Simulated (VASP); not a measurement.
# Nb16O (a cell with a defect) in VASP: single point with PBE

Aim: the single point of Nb16O (a cell with a defect) with PBE.

Everything below comes from runs of VASP 6.6.1. Logs are shortened: lines on timing, memory, paths and dates and some standing lists are left out, and cuts for length are marked.

**1. The cell of the first run**

The cell holds a defect, 17 atoms: a = 6.617 Å, b = 6.617 Å, c = 6.617 Å, α = 90.00°, β = 90.00°, γ = 90.00°.

**2. Single point, PBE**

INCAR

```
  PREC = Accurate
  ENCUT = 520
  EDIFF = 1E-6
  ISMEAR = 1
  SIGMA = 0.1
  LREAL = Auto
  LASPH = T
  NELM = 60
  ALGO = Normal
  ISIF = 2
  LWAVE = F
  LCHARG = T
  GGA = PE
  LELF = T
  LVHAR = T
  NBANDS = 121
```

KPOINTS

```
Automatic mesh
0
Gamma
  3 3 3
```

POSCAR

```
Nb16O
1.0
    6.6171497900      0.0000000000      0.0000000000
    0.0000000000      6.6171497900      0.0000000000
    0.0000000000      0.0000000000      6.6171497900
Nb O
16 1
Direct
    0.0004571455     -0.0029798328     -0.0004551809
    0.2502384036      0.2490259481      0.2462687187
    0.0033249965     -0.0033939084      0.4995918341
    0.2502613742      0.2491462416      0.7534790897
    0.0005035401      0.5004328306      0.0001580741
    0.2503990468      0.7590991831      0.2441551198
    0.0380024645      0.5060609335      0.4999917041
    0.2504551132      0.7591560051      0.7558202789
    0.5002410562     -0.0030724709     -0.0005052024
    0.7503880307      0.2421525960      0.2436130436
    0.4975235720     -0.0034700741      0.4995585871
    0.7503964936      0.2423418014      0.7557702574
    0.5001733533      0.5002922867      0.0001340456
    0.7504626852      0.7521150583      0.2460860116
    0.4626392174      0.5058974190      0.4999657111
    0.7504835401      0.7522102654      0.7534674532
    0.7504286827      0.4352902823      0.4993801115
```

Potentials or basis: VASP PAW PBE potentials, release 64 (Nb_sv, O).

On the command line:

```bash
$ cat potpaw_PBE.64/Nb_sv/POTCAR potpaw_PBE.64/O/POTCAR > POTCAR
$ mpirun -np 1 vasp_std > vasp.out
```

OUTCAR:

```text
PREC = Accurate
   ENCUT = 520
   EDIFF = 1E-6
   ISMEAR = 1
   LREAL = Auto
   LASPH = T
   NELM = 60
   ISIF = 2
   GGA = PE

 ion  position               nearest neighbor table
   1  0.000  0.997  1.000-   8 2.80   6 2.80  12 2.82  10 2.82  16 2.83  14 2.83   4 2.86   2 2.86

   2  0.250  0.249  0.246-  15 2.77   7 2.77   5 2.85  13 2.86   1 2.86   9 2.86   3 2.88  11 2.88

   3  0.003  0.997  0.500-   6 2.83   8 2.83  14 2.87  16 2.87   2 2.88   4 2.88  10 2.88  12 2.88

   4  0.250  0.249  0.753-  15 2.77   7 2.77  13 2.86   5 2.86   1 2.86   9 2.86   3 2.88  11 2.88

   5  0.001  0.500  0.000-   2 2.85  14 2.86   4 2.86  16 2.86  10 2.87  12 2.88   6 2.88   8 2.88

   6  0.250  0.759  0.244-   7 2.76  15 2.76   9 2.80   1 2.80  11 2.83   3 2.83   5 2.88  13 2.88

   7  0.038  0.506  0.500-  17 1.96   6 2.76   8 2.77   4 2.77   2 2.77  15 2.81  16 3.01  14 3.02

   8  0.250  0.759  0.756-  15 2.77   7 2.77   9 2.79   1 2.80  11 2.83   3 2.83  13 2.88   5 2.88

   9  0.500  0.997  0.999-   8 2.79   6 2.80  12 2.82  10 2.83  16 2.83  14 2.83   4 2.86   2 2.86

  10  0.750  0.242  0.244-  17 2.12   1 2.82   9 2.83  13 2.87   5 2.87  11 2.88   3 2.88
  11  0.498  0.997  0.500-   6 2.83   8 2.83  14 2.87  16 2.87   2 2.88   4 2.88  10 2.88  12 2.88

  12  0.750  0.242  0.756-  17 2.12   1 2.82   9 2.82  13 2.88   5 2.88   3 2.88  11 2.88
  13  0.500  0.500  0.000-   2 2.86   4 2.86  14 2.86  16 2.86  10 2.87  12 2.88   6 2.88   8 2.88

  14  0.750  0.752  0.246-   1 2.83   9 2.83   5 2.86  13 2.86  11 2.87   3 2.87   7 3.02  15 3.02

  15  0.463  0.506  0.500-  17 1.96   6 2.76   8 2.77   4 2.77   2 2.77   7 2.81  16 3.02  14 3.02

  16  0.750  0.752  0.753-   1 2.83   9 2.83   5 2.86  13 2.86   3 2.87  11 2.87   7 3.01  15 3.02

  17  0.750  0.435  0.499-   7 1.96  15 1.96  10 2.12  12 2.12

  LATTYP: Found a simple cubic cell.
 ALAT       =     6.6171497900

  Lattice vectors:

 A1 = (   6.6171497900,   0.0000000000,   0.0000000000)
 A2 = (   0.0000000000,   6.6171497900,   0.0000000000)
 A3 = (   0.0000000000,   0.0000000000,   6.6171497900)

Analysis of symmetry for initial positions (statically):
=====================================================================
 Subroutine PRICEL returns:
 Original cell was already a primitive cell.

 Routine SETGRP: Setting up the symmetry group for a
 simple cubic supercell.

 Subroutine GETGRP returns: Found  1 space group operations
 (whereof  1 operations were pure point group operations)
 out of a pool of 48 trial point group operations.

The static configuration has the point symmetry C_1 .

Analysis of symmetry for dynamics (positions and initial velocities):
=====================================================================
 Subroutine PRICEL returns:
 Original cell was already a primitive cell.

 Routine SETGRP: Setting up the symmetry group for a
 simple cubic supercell.

 Subroutine GETGRP returns: Found  1 space group operations
 (whereof  1 operations were pure point group operations)
 out of a pool of 48 trial point group operations.

The dynamic configuration has the point symmetry C_1 .

 Subroutine INISYM returns: Found  1 space group operations
 (whereof  1 operations are pure point group operations),
 and found     1 'primitive' translations

----------------------------------------------------------------------------------------

                                     Primitive cell

  volume of cell :     289.7430

  direct lattice vectors                    reciprocal lattice vectors
     6.617149790  0.000000000  0.000000000     0.151122467  0.000000000  0.000000000
     0.000000000  6.617149790  0.000000000     0.000000000  0.151122467  0.000000000
     0.000000000  0.000000000  6.617149790     0.000000000  0.000000000  0.151122467

  length of vectors
     6.617149790  6.617149790  6.617149790     0.151122467  0.151122467  0.151122467

  position of ions in fractional coordinates (direct lattice)
     0.000457146  0.997020167  0.999544819
     0.250238404  0.249025948  0.246268719
     0.003324996  0.996606092  0.499591834
     0.250261374  0.249146242  0.753479090
     0.000503540  0.500432831  0.000158074
     0.250399047  0.759099183  0.244155120
[... 9 lines left out ...]
     0.750483540  0.752210265  0.753467453
     0.750428683  0.435290282  0.499380112

  ion indices of the primitive-cell ions
   primitive index   ion index
                 1           1
                 2           2
                 3           3
                 4           4
                 5           5
                 6           6
[... 9 lines left out ...]
                16          16
                17          17

----------------------------------------------------------------------------------------

 KPOINTS: Automatic mesh

Automatic generation of k-mesh.
 Grid dimensions read from file:
 generate k-points for:    3    3    3

 Generating k-lattice:

  Cartesian coordinates                     Fractional coordinates (reciprocal lattice)
     0.050374156  0.000000000  0.000000000     0.333333333  0.000000000  0.000000000
     0.000000000  0.050374156  0.000000000     0.000000000  0.333333333  0.000000000
     0.000000000  0.000000000  0.050374156     0.000000000  0.000000000  0.333333333

  Length of vectors
     0.050374156  0.050374156  0.050374156

  Shift w.r.t. Gamma in fractional coordinates (k-lattice)
     0.000000000  0.000000000  0.000000000

 Subroutine IBZKPT returns following result:
 ===========================================

 Found     14 irreducible k-points:

 Following reciprocal coordinates:
            Coordinates               Weight
  0.000000  0.000000  0.000000      1.000000
  0.333333  0.000000  0.000000      2.000000
  0.000000  0.333333  0.000000      2.000000
  0.000000  0.000000  0.333333      2.000000
  0.333333  0.333333  0.000000      2.000000
  0.000000  0.333333  0.333333      2.000000
  0.333333  0.000000  0.333333      2.000000
 -0.333333  0.333333  0.000000      2.000000
 -0.333333  0.000000  0.333333      2.000000
  0.000000 -0.333333  0.333333      2.000000
  0.333333  0.333333  0.333333      2.000000
 -0.333333  0.333333  0.333333      2.000000
 -0.333333 -0.333333  0.333333      2.000000
  0.333333 -0.333333  0.333333      2.000000
   k-points           NKPTS =     14   k-points in BZ     NKDIM =     14   number of bands    NBANDS=    121
   number of dos      NEDOS =    301   number of ions     NIONS =     17
   total plane-waves  NPLWV = 125000
   dimension x,y,z NGX =    50 NGY =   50 NGZ =   50
   dimension x,y,z NGXF=   100 NGYF=  100 NGZF=  100
   ions per type =              16   1
   NGX,Y,Z   is equivalent  to a cutoff of  12.56, 12.56, 12.56 a.u.
   NGXF,Y,Z  is equivalent  to a cutoff of  25.12, 25.12, 25.12 a.u.
 SYSTEM =  unknown system
   PREC   = accura    normal or accurate (medium, high low for compatibility)
   ISTART =      0    job   : 0-new  1-cont  2-samecut
   ICHARG =      2    charge: 1-file 2-atom 10-const
   ISPIN  =      1    spin polarized calculation?
   LNONCOLLINEAR =      F non collinear calculations
   LSORBIT =      F    spin-orbit coupling
   LASPH  =      T    aspherical Exc in radial PAW
   ENCUT  =  520.0 eV  38.22 Ry    6.18 a.u.  12.30 12.30 12.30*2*pi/ulx,y,z
   NELM   =     60;   NELMIN=  2; NELMDL= -5     # of ELM steps
   EDIFF  = 0.1E-05   stopping-criterion for ELM
   LREAL  =      T    real-space projection
   EDIFFG = 0.1E-04   stopping-criterion for IOM
   NSW    =      0    number of steps for IOM
   IBRION =     -1    ionic relax: 0-MD 1-quasi-New 2-CG
   NFREE  =      0    steps in history (QN), initial steepest desc. (CG)
   ISIF   =      2    stress and relaxation
   ISYM   =      2    0-nonsym 1-usesym 2-fastsym
   POTIM  = 0.5000    time-step for ionic-motion
   TEBEG  =    0.0;   TEEND  =   0.0 temperature during run
   PSTRESS=    0.0 pullay stress
   NELECT =     214.0000    total number of electrons
   NUPDOWN=      -1.0000    fix difference up-down
   EMIN   =  10.00;   EMAX   =-10.00  energy-range for DOS
   EFERMI =   0.00;   METHOD = LEGACY
   ISMEAR =     1;   SIGMA  =   0.10  broadening in eV -4-tet -1-fermi 0-gaus
   EFERMI_NEDOS =   21; number of points for ismear=-14 and -15
   IALGO  =     38    algorithm
   IMIX   =      4    mixing-type and parameters
     AMIX     =   0.40;   BMIX     =  1.00
     AMIX_MAG =   1.60;   BMIX_MAG =  1.00
  volume/ion in A,a.u.               =      17.04       115.02
  Fermi-wavevector in a.u.,A,eV,Ry     =   1.479819  2.796452 29.794893  2.189863
  Thomas-Fermi vector in A             =   2.593929
   LORBIT       =      0    0 simple, 1 ext, 2 COOP (PROOUT), +10 PAW based schemes
   GGA     = PE    functional components
   LHFCALC =     F    Hartree Fock is set to
   AEXX    =    0.0000 exact exchange contribution
   IVDW    =     0    specifies the selected vdW correction
   LEPSILON=     F    determine dielectric tensor
   LRPA    =     F    only Hartree local field effects (RPA)
 non-spin polarized calculation
 Methfessel and Paxton  Order N= 1 SIGMA  =   0.10
  energy-cutoff  :      520.00
  volume of cell :      289.74
 maximum number of plane-waves:      7814
 NGX is ok and might be reduce to    50
   NGX = 25   NGY = 25   NGZ = 25

 number of electron     214.0000010 magnetization

 Free energy of the ion-electron system (eV)
  ---------------------------------------------------
  ext. energy  EPLUGINS =         0.00000000
  ---------------------------------------------------
  free energy    TOTEN  =      -171.44770165 eV

  energy without entropy =     -171.45306840  energy(sigma->0) =     -171.44949056

 E-fermi :  11.4866     XC(G=0): -12.5811

 val. band max:       11.4826061176   @ k =  -0.3333   0.0000   0.3333
 cond. band min:      11.5025658066   @ k =   0.0000   0.0000   0.3333
 fundamental gap:      0.0199596890
 Fermi energy:        11.4865646528

 k-point     1 :       0.0000    0.0000    0.0000
  band No.  band energies     occupation
      1     -43.1260      2.00000
      2     -43.0366      2.00000
      3     -43.0194      2.00000
      4     -42.9850      2.00000
      5     -42.9486      2.00000
      6     -42.9114      2.00000
[... 111 lines left out ...]
    118      13.4458     -0.00000
    119      13.4796     -0.00000

 k-point     2 :       0.3333    0.0000    0.0000
  band No.  band energies     occupation
      1     -43.1050      2.00000
      2     -43.0602      2.00000
      3     -43.0192      2.00000
      4     -42.9862      2.00000
      5     -42.9422      2.00000
      6     -42.9111      2.00000
[... 1459 lines left out ...]
      2     -43.0544      2.00000
      3     -43.0324      2.00000
      4     -42.9917      2.00000
      5     -42.9448      2.00000
      6     -42.9171      2.00000
[... 111 lines left out ...]
    118      13.6235      0.00000
    119      13.7317      0.00000
 [bands above 119 left out]

------------------------ aborting loop because EDIFF is reached ----------------------------------------

  FORCE on cell =-STRESS in cart. coord.  units (eV):
  Direction    XX          YY          ZZ          XY          YZ          ZX
  --------------------------------------------------------------------------------------
  -------------------------------------------------------------------------------------
  Total       18.6155747      5.9342472      6.1921805      0.0133406      0.0057914      0.0019793
  in kB      102.9376226     32.8143134     34.2405942      0.0737690      0.0320243      0.0109449
  external PRESSURE =      56.6641768 kB  Pullay stress =       0.0000000 kB

 VOLUME and BASIS-vectors are now :
 -----------------------------------------------------------------------------
  energy-cutoff  :      520.00
  volume of cell :      289.74
      direct lattice vectors                 reciprocal lattice vectors
     6.617149790  0.000000000  0.000000000     0.151122467  0.000000000  0.000000000
     0.000000000  6.617149790  0.000000000     0.000000000  0.151122467  0.000000000
     0.000000000  0.000000000  6.617149790     0.000000000  0.000000000  0.151122467

 POSITION                                       TOTAL-FORCE (eV/Angst)
 -----------------------------------------------------------------------------------
      0.00303      6.59743      6.61414        -0.080827      0.020685      0.009294
      1.65586      1.64784      1.62960         0.007082     -0.090085     -0.077073
      0.02200      6.59469      3.30587        -0.047075     -0.039557      0.007594
      1.65602      1.64864      4.98588         0.006460     -0.093218      0.071729
      0.00333      3.31144      0.00105         0.017709     -0.050836     -0.017754
      1.65693      5.02307      1.61561         0.001932     -0.053682     -0.030040
[... 9 lines left out ...]
      4.96606      4.97749      4.98581        -0.007200     -0.124104     -0.034037
      4.96570      2.88038      3.30447        -0.016710      1.004325      0.013845
 -----------------------------------------------------------------------------------
    total drift:                                0.001859     -0.007996      0.000200

  FREE ENERGIE OF THE ION-ELECTRON SYSTEM (eV)
  ---------------------------------------------------
  free  energy   TOTEN  =      -171.4477016478 eV

  energy  without entropy=     -171.4530683955  energy(sigma->0) =     -171.44949056
```

Wall time 38 min (1 thread of Intel Xeon 8259CL, shared host); peak memory 0.53 GiB.

Results:

* Free energy: -171.4477 eV
* Pressure: 5.7 GPa
* Largest force: 1.005 eV/Å
* Band gap on the k mesh: zero (bands 107 and 108 overlap by 1.15 eV)

Forces in eV/Å, atoms in the order of the input:
```
Nb  -0.081  0.021  0.009
Nb   0.007 -0.090 -0.077
Nb  -0.047 -0.040  0.008
Nb   0.006 -0.093  0.072
Nb   0.018 -0.051 -0.018
Nb   0.002 -0.054 -0.030
Nb   0.271 -0.165  0.001
Nb  -0.001 -0.056  0.014
Nb   0.086  0.025  0.013
Nb  -0.006  0.000  0.286
Nb   0.046 -0.037  0.009
Nb  -0.005  0.000 -0.291
Nb  -0.016 -0.047 -0.016
Nb  -0.007 -0.127  0.041
Nb  -0.250 -0.166  0.001
Nb  -0.007 -0.124 -0.034
O   -0.017  1.004  0.014
```

Stress tensor (GPa, compression positive):
```
10.29  0.01  0.00
 0.01  3.28  0.00
 0.00  0.00  3.42
```
